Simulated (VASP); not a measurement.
# CsBr (Pm-3m) in VASP: further runs

CsBr is run at these levels: LDA; tasks: single point.

All numbers are computed with VASP 6.6.1; they aren't measurements. Logs are shortened: lines on timing, memory, paths and dates and some standing lists are left out, and cuts for length are marked.

## Step 1: The cell of the first run

It takes space group Pm-3m (No. 221, cubic). The conventional cell has a = 4.286 Å, b = 4.286 Å, c = 4.286 Å, α = 90.00°, β = 90.00°, γ = 90.00°. Within 4.9 Å of Cs (site symmetry m-3m) lie 8 Br at 3.71 Å and 6 Cs at 4.29 Å. Br (site symmetry m-3m) has 8 Cs at 3.71 Å and 6 Br at 4.29 Å within 4.9 Å.

## Step 2: Single point, LDA

INCAR

```
ALGO     = Normal         # electronic algorithm
EDIFF    = 1E-6           # SCF threshold, eV
ENCUT    = 500            # plane-wave cutoff, eV
GGA_COMPAT= F            
ISIF     = 2              # what is computed and relaxed
ISMEAR   = -1             # smearing method
LASPH    = T              # aspherical terms in the spheres
LCHARG   = F              # write CHGCAR
LREAL    = F              # projectors in reciprocal space
LWAVE    = F              # write WAVECAR
NBANDS   = 15             # bands
NELM     = 120            # most SCF steps
PREC     = Accurate       # precision mode
SIGMA    = 0.1            # smearing width, eV
```

KPOINTS

```
k-points
0
Gamma
  4 4 4
```

POSCAR

```
CsBr
1.0
    4.2860000000      0.0000000000      0.0000000000
    0.0000000000      4.2860000000      0.0000000000
    0.0000000000      0.0000000000      4.2860000000
Cs Br
1 1
Direct
    0.0000000000      0.0000000000      0.0000000000
    0.5000000000      0.5000000000      0.5000000000
```

Potentials or basis: VASP PAW LDA potentials, release 64 (Cs_sv, Br).

Run with:

```console
$ cat potpaw_LDA.64/Cs_sv/POTCAR potpaw_LDA.64/Br/POTCAR > POTCAR
$ mpirun -np 1 vasp_std > vasp.out
```

OUTCAR:

```text
EDIFF = 1E-6
   ENCUT = 500
   ISIF = 2
   ISMEAR = -1
   LASPH = T
   LREAL = F
   NELM = 120
   PREC = Accurate

 ion  position               nearest neighbor table
   1  0.000  0.000  0.000-
   2  0.500  0.500  0.500-

  LATTYP: Found a simple cubic cell.
 ALAT       =     4.2860000000

  Lattice vectors:

 A1 = (   4.2860000000,   0.0000000000,   0.0000000000)
 A2 = (   0.0000000000,   4.2860000000,   0.0000000000)
 A3 = (   0.0000000000,   0.0000000000,   4.2860000000)

Analysis of symmetry for initial positions (statically):
=====================================================================
 Subroutine PRICEL returns:
 Original cell was already a primitive cell.

 Routine SETGRP: Setting up the symmetry group for a
 simple cubic supercell.

 Subroutine GETGRP returns: Found 48 space group operations
 (whereof 48 operations were pure point group operations)
 out of a pool of 48 trial point group operations.

The static configuration has the point symmetry O_h .

Analysis of symmetry for dynamics (positions and initial velocities):
=====================================================================
 Subroutine PRICEL returns:
 Original cell was already a primitive cell.

 Routine SETGRP: Setting up the symmetry group for a
 simple cubic supercell.

 Subroutine GETGRP returns: Found 48 space group operations
 (whereof 48 operations were pure point group operations)
 out of a pool of 48 trial point group operations.

The dynamic configuration has the point symmetry O_h .

 Subroutine INISYM returns: Found 48 space group operations
 (whereof 48 operations are pure point group operations),
 and found     1 'primitive' translations

----------------------------------------------------------------------------------------

                                     Primitive cell

  volume of cell :      78.7329

  direct lattice vectors                    reciprocal lattice vectors
     4.286000000  0.000000000  0.000000000     0.233317779  0.000000000  0.000000000
     0.000000000  4.286000000  0.000000000     0.000000000  0.233317779  0.000000000
     0.000000000  0.000000000  4.286000000     0.000000000  0.000000000  0.233317779

  length of vectors
     4.286000000  4.286000000  4.286000000     0.233317779  0.233317779  0.233317779

  position of ions in fractional coordinates (direct lattice)
     0.000000000  0.000000000  0.000000000
     0.500000000  0.500000000  0.500000000

  ion indices of the primitive-cell ions
   primitive index   ion index
                 1           1
                 2           2

----------------------------------------------------------------------------------------

 KPOINTS: k-points

Automatic generation of k-mesh.
 Grid dimensions read from file:
 generate k-points for:    4    4    4

 Generating k-lattice:

  Cartesian coordinates                     Fractional coordinates (reciprocal lattice)
     0.058329445  0.000000000  0.000000000     0.250000000  0.000000000  0.000000000
     0.000000000  0.058329445  0.000000000     0.000000000  0.250000000  0.000000000
     0.000000000  0.000000000  0.058329445     0.000000000  0.000000000  0.250000000

  Length of vectors
     0.058329445  0.058329445  0.058329445

  Shift w.r.t. Gamma in fractional coordinates (k-lattice)
     0.000000000  0.000000000  0.000000000

 Subroutine IBZKPT returns following result:
 ===========================================

 Found     10 irreducible k-points:

 Following reciprocal coordinates:
            Coordinates               Weight
  0.000000  0.000000  0.000000      1.000000
  0.250000  0.000000  0.000000      6.000000
  0.500000  0.000000  0.000000      3.000000
  0.250000  0.250000  0.000000     12.000000
  0.500000  0.250000  0.000000     12.000000
  0.500000  0.500000  0.000000      3.000000
  0.250000  0.250000  0.250000      8.000000
  0.500000  0.250000  0.250000     12.000000
  0.500000  0.500000  0.250000      6.000000
  0.500000  0.500000  0.500000      1.000000
   k-points           NKPTS =     10   k-points in BZ     NKDIM =     10   number of bands    NBANDS=     15
   number of dos      NEDOS =    301   number of ions     NIONS =      2
   total plane-waves  NPLWV =  32768
   dimension x,y,z NGX =    32 NGY =   32 NGZ =   32
   dimension x,y,z NGXF=    64 NGYF=   64 NGZF=   64
   ions per type =               1   1
   NGX,Y,Z   is equivalent  to a cutoff of  12.41, 12.41, 12.41 a.u.
   NGXF,Y,Z  is equivalent  to a cutoff of  24.82, 24.82, 24.82 a.u.
 SYSTEM =  unknown system
   PREC   = accura    normal or accurate (medium, high low for compatibility)
   ISTART =      0    job   : 0-new  1-cont  2-samecut
   ICHARG =      2    charge: 1-file 2-atom 10-const
   ISPIN  =      1    spin polarized calculation?
   LNONCOLLINEAR =      F non collinear calculations
   LSORBIT =      F    spin-orbit coupling
   LASPH  =      T    aspherical Exc in radial PAW
   ENCUT  =  500.0 eV  36.75 Ry    6.06 a.u.   7.81  7.81  7.81*2*pi/ulx,y,z
   NELM   =    120;   NELMIN=  2; NELMDL= -5     # of ELM steps
   EDIFF  = 0.1E-05   stopping-criterion for ELM
   LREAL  =      F    real-space projection
   EDIFFG = 0.1E-04   stopping-criterion for IOM
   NSW    =      0    number of steps for IOM
   IBRION =     -1    ionic relax: 0-MD 1-quasi-New 2-CG
   NFREE  =      0    steps in history (QN), initial steepest desc. (CG)
   ISIF   =      2    stress and relaxation
   ISYM   =      2    0-nonsym 1-usesym 2-fastsym
   POTIM  = 0.5000    time-step for ionic-motion
   TEBEG  =    0.0;   TEEND  =   0.0 temperature during run
   PSTRESS=    0.0 pullay stress
   NELECT =      16.0000    total number of electrons
   NUPDOWN=      -1.0000    fix difference up-down
   EMIN   =  10.00;   EMAX   =-10.00  energy-range for DOS
   EFERMI =   0.00;   METHOD = LEGACY
   ISMEAR =    -1;   SIGMA  =   0.10  broadening in eV -4-tet -1-fermi 0-gaus
   EFERMI_NEDOS =   21; number of points for ismear=-14 and -15
   IALGO  =     38    algorithm
   IMIX   =      4    mixing-type and parameters
     AMIX     =   0.40;   BMIX     =  1.00
     AMIX_MAG =   1.60;   BMIX_MAG =  1.00
  volume/ion in A,a.u.               =      39.37       265.66
  Fermi-wavevector in a.u.,A,eV,Ry     =   0.962489  1.818841 12.604247  0.926386
  Thomas-Fermi vector in A             =   2.091953
   LORBIT       =      0    0 simple, 1 ext, 2 COOP (PROOUT), +10 PAW based schemes
   GGA     = CA    functional components
   LHFCALC =     F    Hartree Fock is set to
   AEXX    =    0.0000 exact exchange contribution
   IVDW    =     0    specifies the selected vdW correction
   LEPSILON=     F    determine dielectric tensor
   LRPA    =     F    only Hartree local field effects (RPA)
 non-spin polarized calculation
  energy-cutoff  :      500.00
  volume of cell :       78.73
 maximum number of plane-waves:      2016
 NGX is ok and might be reduce to    32
   NGX = 15   NGY = 15   NGZ = 15

 number of electron      15.9999998 magnetization

 Free energy of the ion-electron system (eV)
  ---------------------------------------------------
  ext. energy  EPLUGINS =         0.00000000
  ---------------------------------------------------
  free energy    TOTEN  =        -6.75101533 eV

  energy without entropy =       -6.75101533  energy(sigma->0) =       -6.75101533

 E-fermi :   1.8151     XC(G=0):  -8.4143

 val. band max:       -0.4065805456   @ k =   0.0000   0.0000   0.0000
 cond. band min:       3.7342524353   @ k =   0.0000   0.0000   0.0000
 fundamental gap:      4.1408329809
 Fermi energy:         1.8151392392

 k-point     1 :       0.0000    0.0000    0.0000
  band No.  band energies     occupation
      1     -20.1282      2.00000
      2     -12.8000      2.00000
      3      -6.7162      2.00000
      4      -6.7162      2.00000
      5      -6.7162      2.00000
      6      -0.4066      2.00000
      7      -0.4066      2.00000
      8      -0.4066      2.00000
      9       3.7343      0.00000
     10       4.2608      0.00000
     11       4.2608      0.00000
     12       8.6299      0.00000
     13       8.6299      0.00000
     14       8.6299      0.00000
     15      11.5631      0.00000

 k-point     2 :       0.2500    0.0000    0.0000
  band No.  band energies     occupation
      1     -20.1002      2.00000
      2     -12.8082      2.00000
      3      -6.9346      2.00000
      4      -6.6603      2.00000
      5      -6.6603      2.00000
      6      -1.2124      2.00000
      7      -0.5165      2.00000
      8      -0.5165      2.00000
      9       4.6527      0.00000
     10       5.0833      0.00000
     11       5.5448      0.00000
     12       8.3649      0.00000
     13       8.3649      0.00000
     14       8.9385      0.00000
     15       9.2225      0.00000

 k-point     3 :       0.5000    0.0000    0.0000
  band No.  band energies     occupation
      1     -20.0718      2.00000
      2     -12.8189      2.00000
      3      -7.1243      2.00000
      4      -6.6025      2.00000
      5      -6.6025      2.00000
      6      -1.8072      2.00000
      7      -0.6317      2.00000
      8      -0.6317      2.00000
      9       5.2867      0.00000
     10       6.6551      0.00000
     11       7.0634      0.00000
     12       7.6775      0.00000
     13       8.3538      0.00000
     14       8.3538      0.00000
     15       9.3681      0.00000
[... 91 lines left out ...]
 k-point     9 :       0.5000    0.5000    0.2500
  band No.  band energies     occupation
      1     -20.0014      2.00000
      2     -12.6565      2.00000
      3      -7.2463      2.00000
      4      -7.2463      2.00000
      5      -6.8530      2.00000
      6      -1.3230      2.00000
      7      -1.3230      2.00000
      8      -1.1076      2.00000
      9       6.0482      0.00000
     10       6.2692      0.00000
     11       7.0054      0.00000
     12       7.0054      0.00000
     13       9.6454      0.00000
     14       9.6454      0.00000
     15      10.8453      0.00000

 k-point    10 :       0.5000    0.5000    0.5000
  band No.  band energies     occupation
      1     -19.9787      2.00000
      2     -12.6161      2.00000
      3      -7.1435      2.00000
      4      -7.1435      2.00000
      5      -7.1435      2.00000
      6      -1.6413      2.00000
      7      -1.6413      2.00000
      8      -1.6413      2.00000
      9       7.7676      0.00000
     10       7.7676      0.00000
     11       7.7676      0.00000
     12       8.5024      0.00000
     13       8.5024      0.00000
     14       8.5024      0.00000
     15      10.9566      0.00000

------------------------ aborting loop because EDIFF is reached ----------------------------------------

  FORCE on cell =-STRESS in cart. coord.  units (eV):
  Direction    XX          YY          ZZ          XY          YZ          ZX
  --------------------------------------------------------------------------------------
  -------------------------------------------------------------------------------------
  Total       -0.7908447     -0.7908447     -0.7908447      0.0000000      0.0000000      0.0000000
  in kB      -16.0933071    -16.0933071    -16.0933071      0.0000000      0.0000000      0.0000000
  external PRESSURE =     -16.0933071 kB  Pullay stress =       0.0000000 kB

 VOLUME and BASIS-vectors are now :
 -----------------------------------------------------------------------------
  energy-cutoff  :      500.00
  volume of cell :       78.73
      direct lattice vectors                 reciprocal lattice vectors
     4.286000000  0.000000000  0.000000000     0.233317779  0.000000000  0.000000000
     0.000000000  4.286000000  0.000000000     0.000000000  0.233317779  0.000000000
     0.000000000  0.000000000  4.286000000     0.000000000  0.000000000  0.233317779

 POSITION                                       TOTAL-FORCE (eV/Angst)
 -----------------------------------------------------------------------------------
      0.00000      0.00000      0.00000         0.000000      0.000000      0.000000
      2.14300      2.14300      2.14300         0.000000      0.000000      0.000000
 -----------------------------------------------------------------------------------
    total drift:                                0.000000      0.000000     -0.000000

  FREE ENERGIE OF THE ION-ELECTRON SYSTEM (eV)
  ---------------------------------------------------
  free  energy   TOTEN  =        -6.7510153336 eV

  energy  without entropy=       -6.7510153330  energy(sigma->0) =       -6.75101533
```

It took 15 s on 1 thread of Intel Xeon 8259CL, shared host; peak memory 0.15 GiB.

What came out:

* Free energy: -6.7510 eV
* Pressure: -1.6 GPa
* Band gap on the k mesh: 4.14 eV, direct

Caveat: spin-orbit coupling is left out, which moves the levels of the heavy elements.

## Step 3: Single point, LDA

INCAR

```
SYSTEM = CsBr
PREC = Accurate ; ENCUT = 500
EDIFF = 1E-6 ; ISMEAR = -1
SIGMA = 0.1 ; LREAL = .FALSE.
LASPH = .TRUE. ; NELM = 120
ALGO = Normal ; ISIF = 2
LWAVE = .FALSE. ; LCHARG = .FALSE.
GGA = CA ; NBANDS = 15
GGA_COMPAT = .FALSE.
```

KPOINTS

```
regular mesh
0
G
  4 4 4
  0 0 0
```

POSCAR is that of step 2.

Potentials or basis: VASP PAW LDA potentials, release 64 (Cs_sv, Br).

Run with:

```console
$ cat potpaw_LDA.64/Cs_sv/POTCAR potpaw_LDA.64/Br/POTCAR > POTCAR
$ mpirun -np 1 vasp_std > vasp.out
```

It took 13 s on 1 thread of Intel Xeon 8259CL, shared host; peak memory 0.15 GiB.

Results (log left out):

```
Free energy            : -6.7510 eV
Pressure               : -1.6 GPa
Band gap on the k mesh : 4.14 eV, direct
```

Levels at points of the mesh, in eV from the valence-band top:
| k point | band 4 | band 5 | band 6 | band 7 | band 8 | band 9 | band 10 | band 11 | band 12 | band 13 |
| --- | --- | --- | --- | --- | --- | --- | --- | --- | --- | --- |
| (0.00, 0.00, 0.00) | -6.31 | -6.31 | 0.00 | 0.00 | 0.00 | 4.14 | 4.67 | 4.67 | 9.04 | 9.04 |
| (0.50, 0.00, 0.00) | -6.20 | -6.20 | -1.40 | -0.23 | -0.23 | 5.69 | 7.06 | 7.47 | 8.08 | 8.76 |
| (0.50, 0.50, 0.00) | -6.94 | -6.13 | -0.59 | -0.59 | 0.00 | 4.98 | 5.26 | 7.07 | 7.07 | 10.81 |
| (0.50, 0.50, 0.50) | -6.74 | -6.74 | -1.23 | -1.23 | -1.23 | 8.17 | 8.17 | 8.17 | 8.91 | 8.91 |

Caveat: spin-orbit coupling is left out, which moves the levels of the heavy elements.
